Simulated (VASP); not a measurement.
Runs of VASP 6.6.1 on Be4S. The structure is that of space group Pm-3m (No. 221), or close to it. The cells are those of the table. The cell was built from a structure type or drawn by symmetry, and may not be a known phase.

```tsv
task	cell	k mesh	cutoff (eV)	gap on the mesh (eV)	pressure (GPa)	relaxed volume (Å³/atom)
single point	a = 4.007 Å, 5 atoms	10 × 10 × 10	520	none	0.0	-
single point	a = 4.009 Å, 5 atoms	4 × 4 × 4	520	none	1.0	-
relaxation of cell and atoms	relaxed from a = 4.009 Å, 5 atoms	4 × 4 × 4	600	none	0.1	13.04
single point	a = 4.026 Å, 5 atoms	4 × 4 × 4	520	none	0.0	-
relaxation of cell and atoms	relaxed from a = 4.026 Å, 5 atoms	10 × 10 × 10	600	none	0.0	(a)
```

Alike in all rows: level PBE; potentials or basis VASP PAW PBE potentials, release 64 (Be, S); no spin polarisation; smearing gaussian 0.1 eV.

**Question.** Estimate the missing entries.

**Answer.** (a) 12.87.

Caveats: some runs use coarse meshes.

A gap of «none» marks levels without a gap at the run's occupations.
